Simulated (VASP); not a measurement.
A run of VASP 6.6.1 is set up as follows.

Contents of INCAR:

```
SYSTEM = Ga
PREC = Accurate
ENCUT = 520
EDIFF = 1E-7
ISMEAR = -1
SIGMA = 0.1
LREAL = .False.
LASPH = .True.
NELM = 100
ALGO = Normal
ISIF = 2
LWAVE = .False.
LCHARG = .False.
GGA = PS
NBANDS = 12
```

The input KPOINTS:

```
regular mesh
0
Gamma
  13 13 13
  0 0 0
```

The input POSCAR:

```
Ga
1.0
    2.7606464638      0.0000000000      0.0000000000
    0.0000000000      2.7606464638      0.0000000000
    0.0000000000      0.0000000000      2.7606464638
Ga
1
Direct
    0.0000000000      0.0000000000      0.0000000000
```

Potentials or basis: VASP PAW PBE potentials, release 64 (Ga_d).

The run is started by

```sh
$ cat potpaw_PBE.64/Ga_d/POTCAR > POTCAR
$ mpirun -np 1 vasp_std > vasp.out
```

Task: What does it give for the pressure?

Result: -4.8 GPa.

Caveat: the PAW data sets were made with another functional, which shifts forces and pressure a little.
